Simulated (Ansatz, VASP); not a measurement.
One calculation of Zr2ZnN2, two programs

Contents of INCAR:

```
PREC = Accurate
ENCUT = 520
EDIFF = 1E-7
ISMEAR = 0
SIGMA = 0.1
LREAL = F
LASPH = T
NELM = 100
ALGO = Normal
ISIF = 2
LWAVE = F
LCHARG = F
GGA = PE
NBANDS = 31
```

Contents of KPOINTS:

```
Automatic mesh
0
Gamma
  6 6 4
```

The input POSCAR:

```
Zr2ZnN2
1.0
    2.2337234081     -2.5642890947      0.0000000000
    2.2337234081      2.5642890947      0.0000000000
    0.0000000000      0.0000000000      6.6227133844
Zr Zn N
2 1 2
Direct
    0.0000000000      0.0000000000      0.2899489291
    0.0000000000      0.0000000000      0.7100510709
    0.5000000000      0.5000000000      0.0000000000
    0.5000000000      0.0000000000      0.5000000000
    0.0000000000      0.5000000000      0.5000000000
```

Input for Ansatz:

```yaml
crystal:
  lattice:
    - [2.2337234081, -2.5642890947, 0.0]
    - [2.2337234081, 2.5642890947, 0.0]
    - [0.0, 0.0, 6.6227133844]
  atoms:
    - { symbol: Zr, position: [0.0, 0.0, 0.2899489291] }
    - { symbol: Zr, position: [0.0, 0.0, 0.7100510709] }
    - { symbol: Zn, position: [0.5, 0.5, 0.0] }
    - { symbol: "N", position: [0.5, 0.0, 0.5] }
    - { symbol: "N", position: [0.0, 0.5, 0.5] }
basis:
  ecutwfc: 420
kpoints:
  mp_grid: { grid: [6, 6, 4] }
hamiltonian:
  xc: pbe
scf:
  occupations: { method: gaussian, width: 0.1 }
  lower_state_search: "off"
output:
  forces: true
  stress: true
  eigenvalues: true
```

Change from the starting cell: the structure that the rattled cell fell into.

Alike in both runs: task single point; functional PBE; k mesh 6 × 6 × 4; occupations gaussian, width 0.1 eV; no spin polarisation.

|  | VASP | Ansatz |
| --- | --- | --- |
| version | VASP 6.6.1 | Ansatz 0.2.0 |
| potentials or method | VASP PAW PBE potentials, release 64 (Zr_sv, Zn, N), cutoff 520 eV | scalar-relativistic, plane waves, PAW |
| valence electrons in the cell | 46 | 46 |

VASP gave:

* gap on the k mesh at the Fermi level (eV): none
* pressure (GPa): 0.1
* traceless stress, the component that is largest in VASP (GPa): -0.22
* rms of the force components (eV/Å): 0.003

**Question.** What did Ansatz give for the same quantities?

**Answer.** gap on the k mesh at the Fermi level (eV): none; pressure (GPa): 0.0; traceless stress, the component that is largest in VASP (GPa): -0.19; rms of the force components (eV/Å): 0.008.

Atom by atom the forces differ by 0.011 eV/Å (rms over components). A gap of «none» marks a metal or a gap that the smearing closes. The functional is the same, so the differences come from potentials, cutoffs and numerics.
